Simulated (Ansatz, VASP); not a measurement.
# Two plane-wave programs on Tc

```
Tc
1.0
     2.74000    0.00000    0.00000
    -1.37000    2.37291    0.00000
     0.00000    0.00000    4.39800
Tc
2
Direct
  0.66667 0.33333 0.75000
  0.33333 0.66667 0.25000
```

Alike in both runs: functional PBE; k mesh 9 × 9 × 5; occupations fermi-dirac, width 0.05 eV; no spin polarisation.

|  | VASP | Ansatz |
| --- | --- | --- |
| version | VASP 6.6.1 | Ansatz 0.2.0 |
| potentials or method | VASP PAW PBE potentials, release 64 (Tc_pv) | Ansatz PAW earlier set |
| plane-wave cutoff (eV) | 520 | 500 |
| valence electrons in the cell | 26 | 30 |
| task | single point | band structure |

```tsv
	VASP	Ansatz	Ansatz less VASP
gap on the k mesh at the Fermi level (eV)	none	none	-
pressure (GPa)	2.6	3.2	+0.66
traceless stress, the component that is largest in VASP (GPa)	-0.54	-0.54	+0.007
```

A gap of «none» marks a metal or a gap that the smearing closes. With one functional, cell and mesh, what is left measures potentials, basis and numerics. VASP's potentials hold 26 valence electrons a cell and Ansatz's 30, so a difference there can come from the potentials and not from the codes.
